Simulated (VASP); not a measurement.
LaCuIr4, 6 atoms in the cell. It takes space group F-43m (No. 216, cubic). The conventional cell has a = 7.206 Å, b = 7.206 Å, c = 7.206 Å, α = 90.00°, β = 90.00°, γ = 90.00°. Within 3.9 Å of La (site symmetry -43m) lie 12 Ir at 2.99 Å and 4 Cu at 3.12 Å. Cu (site symmetry -43m) has 12 Ir at 2.99 Å and 4 La at 3.12 Å within 3.9 Å. Ir (site symmetry 3m) has 6 Ir at 2.54 to 2.56 Å and 3 Cu at 2.99 Å and 3 La at 2.99 Å within 3.3 Å. The cell was generated, and may not be a known phase.

```yaml
Program: VASP 6.6.1
Task: single point
Functional: PBE
Potentials_or_basis: VASP PAW PBE potentials, release 64 (La, Cu, Ir)
Cutoff: 520 eV
k_mesh: 4 × 4 × 4
Occupations: gaussian, width 0.1 eV
Spin: no spin polarisation
Dipole_correction: no
Further_INCAR_settings: ALGO = Normal; EDIFF = 1e-06; NBANDS = 38
```

Potentials or basis: VASP PAW PBE potentials, release 64 (La, Cu, Ir).

Launch:

```console
$ cat potpaw_PBE.64/La/POTCAR potpaw_PBE.64/Cu/POTCAR potpaw_PBE.64/Ir/POTCAR > POTCAR
$ mpirun -np 1 vasp_std > vasp.out
```

Hardware: 1 thread of Intel Xeon 8259CL, on a shared host.

Q: How long does it take, and how much memory?

A: It took 2.2 min on 1 thread of Intel Xeon 8259CL, with other jobs on the host, peak memory 0.27 GiB. Counts: scf iterations 23, k points 8.
